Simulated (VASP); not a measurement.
A run of VASP 6.6.1 is set up as follows.

File INCAR:

```
SYSTEM = Sn
PREC = Accurate
ENCUT = 520
EDIFF = 1E-6
ISMEAR = -1
SIGMA = 0.1
LREAL = .FALSE.
LASPH = .TRUE.
NELM = 80
ALGO = Normal
ISIF = 2
LWAVE = .FALSE.
LCHARG = .FALSE.
GGA = RP
NBANDS = 13
```

Contents of KPOINTS:

```
regular mesh
0
G
  13 13 13
  0 0 0
```

Contents of POSCAR:

```
Sn
1.0
    0.0000000000      2.5295513573      2.5295513573
    2.5295513573      0.0000000000      2.5295513573
    2.5295513573      2.5295513573      0.0000000000
Sn
1
Direct
    0.0000000000      0.0000000000      0.0000000000
```

Potentials or basis: VASP PAW PBE potentials, release 64 (Sn_d).

Command:

```console
$ cat potpaw_PBE.64/Sn_d/POTCAR > POTCAR
$ mpirun -np 1 vasp_std > vasp.out
```

Task: Predict the band gap on the k mesh.

Result: Zero (bands 7 and 8 overlap by 7.97 eV).

Task: Estimate the pressure.

Result: -3.6 GPa.

Caveat: the cell stands under tension; the PAW data sets were made with another functional, which shifts forces and pressure a little; spin-orbit coupling is left out, which moves the levels of the heavy elements.
